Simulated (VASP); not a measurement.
CdSe, 2 atoms in the cell. It takes space group Fm-3m (No. 225, cubic). Conventional cell: a = 5.686 Å, b = 5.686 Å, c = 5.686 Å, α = 90.00°, β = 90.00°, γ = 90.00°. Cd (site symmetry m-3m) has 6 Se at 2.84 Å within 3.7 Å. Se (site symmetry m-3m) has 6 Cd at 2.84 Å within 3.7 Å. 

| Item | Value |
| --- | --- |
| Program | VASP 6.6.1 |
| Task | single point |
| Functional | PBE0 |
| Potentials or basis | VASP PAW PBE potentials, release 64 (Cd, Se) |
| Cutoff | 520 eV |
| k mesh | 4 × 4 × 4 |
| Occupations | fermi-dirac, width 0.02 eV |
| Spin | no spin polarisation |
| Dipole correction | no |
| Grid for exact exchange (PRECFOCK) | Normal |
| Further INCAR settings | ALGO = Normal; EDIFF = 1e-06; NBANDS = 16 |
| Share of exact exchange | 0.25 |

Potentials or basis: VASP PAW PBE potentials, release 64 (Cd, Se).

Launch:

```bash
$ cat potpaw_PBE.64/Cd/POTCAR potpaw_PBE.64/Se/POTCAR > POTCAR
$ cp INCAR.step1 INCAR
$ mpirun -np 1 vasp_std > vasp.out
$ cp INCAR.step2 INCAR
$ mpirun -np 1 vasp_std > vasp.out
```

Hardware: 1 thread of Intel(R) Xeon(R) Platinum 8488C (Sapphire Rapids) (shared host).

Q: Estimate the wall time of this run.

A: Wall time 8 min on 1 thread of Intel(R) Xeon(R) Platinum 8488C (Sapphire Rapids) (shared host), peak memory 0.18 GiB. Counts: k points 8.
